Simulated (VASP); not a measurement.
**NbAs: single point with PBE**

Slab: NbAs, a slab with vacuum.

```
As Nb
1.0
     3.47348    0.00000    0.00000
     0.00000    3.47348    0.00000
     0.00000    0.00000   24.77287
As Nb
4 4
Direct
  0.00000 0.00000 0.30275
  0.50000 0.00000 0.42132
  0.50000 0.50000 0.53989
  0.00000 0.50000 0.65846
  0.50000 0.50000 0.34154
  0.00000 0.50000 0.46011
  0.00000 0.00000 0.57868
  0.50000 0.00000 0.69725
```

* Program: VASP 6.6.1
* Task: single point
* Functional: PBE
* Potentials or basis: VASP PAW PBE potentials, release 64 (As, Nb_sv)
* Cutoff: 520 eV
* k mesh: 10 × 10 × 1
* Occupations: gaussian, width 0.1 eV
* Spin: no spin polarisation

```
Largest force          : 0.994 eV/Å
Band gap on the k mesh : zero (band 36 reaches 2.94 eV, above the bottom of band 37 at 1.92 eV)
```

Forces on the atoms (eV/Å):
```
As   0.000  0.000 -0.142
As   0.000  0.000 -0.075
As   0.000  0.000 -0.146
As   0.000  0.000  0.818
Nb   0.000  0.000  0.045
Nb   0.000  0.000  0.250
Nb   0.000  0.000  0.243
Nb   0.000  0.000 -0.994
```

Levels at points of the mesh, in eV from the Fermi level:
| k point | band 33 | band 34 | band 35 | band 36 | band 37 | band 38 | band 39 | band 40 |
| --- | --- | --- | --- | --- | --- | --- | --- | --- |
| (0.00, 0.00, 0.00) | -0.98 | -0.95 | -0.24 | -0.20 | -0.08 | 0.82 | 1.00 | 1.16 |
| (0.50, 0.00, 0.00) | -1.23 | -0.82 | 0.08 | 0.11 | 0.34 | 0.55 | 0.80 | 0.96 |
| (0.00, 0.50, 0.00) | -0.70 | -0.61 | 0.00 | 0.09 | 0.20 | 0.22 | 0.36 | 1.28 |
| (0.50, 0.50, 0.00) | -0.81 | -0.46 | -0.45 | 0.84 | 0.86 | 1.56 | 2.03 | 2.44 |

It took 19 min on 1 thread of Oxide Virtual Turin-like Processor, with other jobs on the host, peak memory 0.61 GiB.
